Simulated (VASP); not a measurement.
The system is MgZn2TeS2.

```
Mg Zn Te S
1.0
     4.43960    0.00000    0.00000
     0.00000    4.43960    0.00000
     0.00000    0.00000    5.64545
Mg Zn Te S
1 2 1 2
Direct
  0.00000 0.00000 0.50000
  0.50000 0.50000 0.72117
  0.50000 0.50000 0.27883
  0.00000 0.00000 0.00000
  0.50000 0.00000 0.00000
  0.00000 0.50000 0.00000
```

The cell was built from a structure type or drawn by symmetry, and may not be a known phase.

- Program: VASP 6.6.1
- Task: relaxation of cell and atoms
- Functional: PBE
- Potentials or basis: VASP PAW PBE potentials, release 64 (Mg, Zn, Te, S)
- Cutoff: 600 eV
- k mesh: 4 × 4 × 4
- Occupations: gaussian, width 0.1 eV
- Spin: no spin polarisation

At the start: pressure 30.4 GPa; volume 18.55 Å³/atom.

**Question.** Where does the relaxation end?

**Answer.** Over 12 steps the energy falls by 783.1 meV/atom and the volume is 25.39 Å³/atom (+36.9 %); space group P4/mmm (No. 123, to 0.1 Å) before and after.

The path:
```csv
step,energy change (eV),largest force (eV/Å),pressure (GPa),volume (Å³)
1,0.0000,0.2818,30.37,111.27
2,-4.1209,0.5815,-4.44,176.13
3,-4.3022,0.6021,-0.94,157.17
4,-4.3120,0.6079,-1.93,161.25
5,-4.3126,0.6071,-1.68,160.14
6,-4.5766,0.6535,-0.87,155.38
7,-4.6327,0.7376,-0.10,152.64
8,-4.6356,0.7732,0.20,151.73
9,-4.6848,0.3343,0.15,151.55
10,-4.6970,0.0304,0.22,151.38
11,-4.6972,0.0125,0.21,151.40
12,-4.6988,0.0147,-0.09,152.34
```

Final structure:
```
Mg Zn Te S
1.0
     5.34933    0.00000    0.00000
     0.00000    5.34933    0.00000
     0.00000    0.00000    5.32362
Mg Zn Te S
1 2 1 2
Direct
  0.00000 0.00000 0.50000
  0.50000 0.50000 0.74389
  0.50000 0.50000 0.25611
  0.00000 0.00000 0.00000
  0.50000 0.00000 0.00000
  0.00000 0.50000 0.00000
```

Caveat: the volume moved by over 15 % at a fixed basis, so the end points are rough.
